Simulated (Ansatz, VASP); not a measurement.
**One calculation of AgBr, two programs**

```
CELL_PARAMETERS angstrom
0.00000 -2.88605 -2.88605
2.88605 0.00000 -2.88605
2.88605 -2.88605 0.00000
ATOMIC_POSITIONS crystal
Ag 0.00000 0.00000 0.00000
Br 0.50000 0.50000 0.50000
```

Alike in both runs: task relaxation of cell and atoms; functional r2SCAN; k mesh 8 × 8 × 8; occupations gaussian, width 0.02 eV; no spin polarisation.

|  | VASP | Ansatz |
| --- | --- | --- |
| version | VASP 6.6.1 | Ansatz 0.2.0 |
| potentials or method | VASP PAW PBE potentials, release 64 (Ag, Br), cutoff 550 eV | scalar-relativistic, plane waves, PAW |
| valence electrons in the cell | 18 | 26 |

VASP gave:

```
gap on the k mesh at the Fermi level, each at its own relaxed structure (eV) : 1.25
relaxed volume (Å³/atom)                                                     : 24.17
relaxed cell length with the largest relative difference (Å)                 : 4.089
```

Q: Estimate Ansatz's values.

A: gap on the k mesh at the Fermi level, each at its own relaxed structure (eV): 1.29; relaxed volume (Å³/atom): 24.20; relaxed cell length with the largest relative difference (Å): 4.090.

VASP's potentials were made for PBE, not for r2SCAN. VASP's potentials hold 18 valence electrons a cell and Ansatz's 26, so a difference there can come from the potentials and not from the codes.
